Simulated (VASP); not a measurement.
# GaN in VASP: notebook, part 2 of 2

VASP 6.6.1. The steps go on from the part before.

## Step 4: Single point, PBE

This run uses another cell than the first one, of 11.25 Å³/atom, 0.983 times its volume.

Input file INCAR:

```
SYSTEM = GaN
PREC = Accurate
ENCUT = 520
EDIFF = 1E-6
ISMEAR = -1
SIGMA = 0.05
LREAL = .FALSE.
LASPH = .TRUE.
NELM = 80
ALGO = Normal
ISIF = 2
LWAVE = .FALSE.
LCHARG = .TRUE.
GGA = PE
LELF = .TRUE.
LVHAR = .TRUE.
NBANDS = 16
```

Input file KPOINTS:

```
Automatic mesh
0
G
  8 8 8
  0 0 0
```

Input file POSCAR:

```
GaN
1.0
    0.0000000000      2.2535006100      2.2159422665
    2.2535006100      0.0000000000      2.2159422665
    2.2535006100      2.2535006100      0.0000000000
Ga N
1 1
Direct
    0.0000000000      0.0000000000      0.0000000000
    0.7500000000      0.7500000000      0.7500000000
```

Potentials or basis: VASP PAW PBE potentials, release 64 (Ga_d, N).

The run is started by

```bash
$ cat potpaw_PBE.64/Ga_d/POTCAR potpaw_PBE.64/N/POTCAR > POTCAR
$ mpirun -np 1 vasp_std > vasp.out
```

OUTCAR:

```text
SYSTEM = GaN
   PREC = Accurate
   ENCUT = 520
   EDIFF = 1E-6
   ISMEAR = -1
   LREAL = .FALSE.
   LASPH = .TRUE.
   NELM = 80
   ISIF = 2
   GGA = PE

 ion  position               nearest neighbor table
   1  0.000  0.000  0.000-   2 1.94   2 1.94   2 1.94   2 1.94
   2  0.750  0.750  0.750-   1 1.94   1 1.94   1 1.94   1 1.94

  LATTYP: Found a body centered tetragonal cell.
 ALAT       =     3.1869311255
 C/A-ratio  =     1.3906433363

  Lattice vectors:

 A1 = (   0.0000000000,  -2.2535006100,  -2.2159422665)
 A2 = (   0.0000000000,   2.2535006100,  -2.2159422665)
 A3 = (   2.2535006100,   0.0000000000,   2.2159422665)

Analysis of symmetry for initial positions (statically):
=====================================================================
 Subroutine PRICEL returns:
 Original cell was already a primitive cell.

 Routine SETGRP: Setting up the symmetry group for a
 body centered tetragonal supercell.

 Subroutine GETGRP returns: Found  8 space group operations
 (whereof  8 operations were pure point group operations)
 out of a pool of 16 trial point group operations.

The static configuration has the point symmetry D_2d.

Analysis of symmetry for dynamics (positions and initial velocities):
=====================================================================
 Subroutine PRICEL returns:
 Original cell was already a primitive cell.

 Routine SETGRP: Setting up the symmetry group for a
 body centered tetragonal supercell.

 Subroutine GETGRP returns: Found  8 space group operations
 (whereof  8 operations were pure point group operations)
 out of a pool of 16 trial point group operations.

The dynamic configuration has the point symmetry D_2d.

 Subroutine INISYM returns: Found  8 space group operations
[... 103 lines left out ...]
   ISIF   =      2    stress and relaxation
   ISYM   =      2    0-nonsym 1-usesym 2-fastsym
   POTIM  = 0.5000    time-step for ionic-motion
   TEBEG  =    0.0;   TEEND  =   0.0 temperature during run
   PSTRESS=    0.0 pullay stress
   NELECT =      18.0000    total number of electrons
   NUPDOWN=      -1.0000    fix difference up-down
   EMIN   =  10.00;   EMAX   =-10.00  energy-range for DOS
   EFERMI =   0.00;   METHOD = LEGACY
   ISMEAR =    -1;   SIGMA  =   0.05  broadening in eV -4-tet -1-fermi 0-gaus
   EFERMI_NEDOS =   21; number of points for ismear=-14 and -15
   IALGO  =     38    algorithm
   IMIX   =      4    mixing-type and parameters
     AMIX     =   0.40;   BMIX     =  1.00
     AMIX_MAG =   1.60;   BMIX_MAG =  1.00
  volume/ion in A,a.u.               =      11.25        75.94
  Fermi-wavevector in a.u.,A,eV,Ry     =   1.519606  2.871639 31.418616  2.309203
  Thomas-Fermi vector in A             =   2.628569
   LORBIT       =      0    0 simple, 1 ext, 2 COOP (PROOUT), +10 PAW based schemes
   GGA     = PE    functional components
   LHFCALC =     F    Hartree Fock is set to
   AEXX    =    0.0000 exact exchange contribution
   IVDW    =     0    specifies the selected vdW correction
   LEPSILON=     F    determine dielectric tensor
   LRPA    =     F    only Hartree local field effects (RPA)
 non-spin polarized calculation
  energy-cutoff  :      520.00
  volume of cell :       22.51
 maximum number of plane-waves:       622
   NGX = 11   NGY = 11   NGZ = 11

 number of electron      18.0000012 magnetization

 Free energy of the ion-electron system (eV)
  ---------------------------------------------------
  ext. energy  EPLUGINS =         0.00000000
  ---------------------------------------------------
  free energy    TOTEN  =       -12.12502881 eV

  energy without entropy =      -12.12502881  energy(sigma->0) =      -12.12502881

 E-fermi :   6.4244     XC(G=0): -11.7573

 val. band max:        5.5169505749   @ k =   0.0000   0.0000   0.0000
 cond. band min:       7.2983224152   @ k =   0.0000   0.0000   0.0000
 fundamental gap:      1.7813718403
 Fermi energy:         6.4243676748

 k-point     1 :       0.0000    0.0000    0.0000
  band No.  band energies     occupation
      1     -10.6120      2.00000
      2      -7.9972      2.00000
      3      -7.9972      2.00000
      4      -7.9789      2.00000
      5      -7.6549      2.00000
      6      -7.6538      2.00000
[... 433 lines left out ...]
      3      -7.8667      2.00000
      4      -7.6936      2.00000
      5      -7.6121      2.00000
      6      -7.0854      2.00000
[... 8 lines left out ...]
     15      23.8012      0.00000
     16      25.3152      0.00000

 [... further k-points ...]
[... 5 lines left out ...]
  --------------------------------------------------------------------------------------
  -------------------------------------------------------------------------------------
  Total        1.0927823      1.0927823      1.3627140      0.0000000      0.0000000      0.0000000
  in kB       77.7929881     77.7929881     97.0088849      0.0000000      0.0000000      0.0000000
  external PRESSURE =      84.1982870 kB  Pullay stress =       0.0000000 kB

 VOLUME and BASIS-vectors are now :
 -----------------------------------------------------------------------------
  energy-cutoff  :      520.00
  volume of cell :       22.51
      direct lattice vectors                 reciprocal lattice vectors
     0.000000000  2.253500610  2.215942266    -0.221877020  0.221877020  0.225637647
     2.253500610  0.000000000  2.215942266     0.221877020 -0.221877020  0.225637647
     2.253500610  2.253500610  0.000000000     0.221877020  0.221877020 -0.225637647

 POSITION                                       TOTAL-FORCE (eV/Angst)
 -----------------------------------------------------------------------------------
      0.00000      0.00000      0.00000        -0.000000     -0.000000     -0.000000
      3.38025      3.38025      3.32391         0.000000      0.000000      0.000000
 -----------------------------------------------------------------------------------
    total drift:                               -0.000002     -0.000002     -0.000001

  FREE ENERGIE OF THE ION-ELECTRON SYSTEM (eV)
  ---------------------------------------------------
  free  energy   TOTEN  =       -12.1250288055 eV

  energy  without entropy=      -12.1250288053  energy(sigma->0) =      -12.12502881
```

OSZICAR:

```text
N       E                     dE             d eps       ncg     rms          rms(c)
DAV:   1     0.775917816974E+02    0.77592E+02   -0.92800E+03  2144   0.200E+03
DAV:   2    -0.877213516148E+01   -0.86364E+02   -0.81096E+02  2168   0.321E+02
DAV:   3    -0.140929808136E+02   -0.53208E+01   -0.53022E+01  2160   0.680E+01
DAV:   4    -0.141526972067E+02   -0.59716E-01   -0.59710E-01  2440   0.768E+00
DAV:   5    -0.141534868174E+02   -0.78961E-03   -0.78961E-03  2232   0.802E-01    0.778E+00
DAV:   6    -0.121224072539E+02    0.20311E+01   -0.48976E+00  2832   0.402E+01    0.268E+00
DAV:   7    -0.121325410561E+02   -0.10134E-01   -0.32974E-01  2072   0.653E+00    0.178E+00
DAV:   8    -0.121288566163E+02    0.36844E-02   -0.55030E-02  2240   0.330E+00    0.766E-01
DAV:   9    -0.121247919540E+02    0.40647E-02   -0.14564E-02  2856   0.281E+00    0.191E-01
DAV:  10    -0.121251226833E+02   -0.33073E-03   -0.15641E-03  2192   0.564E-01    0.896E-02
DAV:  11    -0.121250237944E+02    0.98889E-04   -0.29238E-04  2848   0.255E-01    0.100E-02
DAV:  12    -0.121250290714E+02   -0.52770E-05   -0.29997E-05  2176   0.536E-02    0.113E-02
DAV:  13    -0.121250288055E+02    0.26588E-06   -0.70540E-07  1752   0.151E-02
   1 F= -.12125029E+02 E0= -.12125029E+02  d E =-.184505E-09
```

stdout:

```text
POSCAR found type information on POSCAR GaN
 POSCAR found :  2 types and       2 ions
 scaLAPACK will be used
 LDA part: xc-table for (Slater+PW92), standard interpolation
 POSCAR, INCAR and KPOINTS ok, starting setup
 FFT: planning ... GRIDC
 FFT: planning ... GRID_SOFT
 FFT: planning ... GRID
 WAVECAR not read
 entering main loop
```

It took 12 s on 1 thread of Intel Xeon Platinum 8488C (Sapphire Rapids), shared host; peak memory 0.15 GiB.

Results:

```
Free energy            : -12.1250 eV
Pressure               : 8.4 GPa
Band gap on the k mesh : 1.78 eV, direct
```

A hybrid or GW would open this gap; PBE tends to underestimate it.

## Step 5: Overview

```csv
cell,gap on the mesh (eV),pressure (GPa)
"a = 3.187 Å, angles 60.0°, 2 atoms",1.72,5.1
"a = 3.134, b = 3.134, c = 3.187 Å, angles 59.4, 59.4, 61.1°, 2 atoms",1.84,12.0
"a = 3.160, b = 3.160, c = 3.187 Å, angles 59.7, 59.7, 60.6°, 2 atoms",1.78,8.4
```

Alike in all rows: task single point; level PBE; potentials or basis VASP PAW PBE potentials, release 64 (Ga_d, N); no spin polarisation; k mesh 8 × 8 × 8; cutoff (eV) 520; smearing fermi-dirac 0.05 eV.

Absolute energies hang on the potentials; compare differences alone.
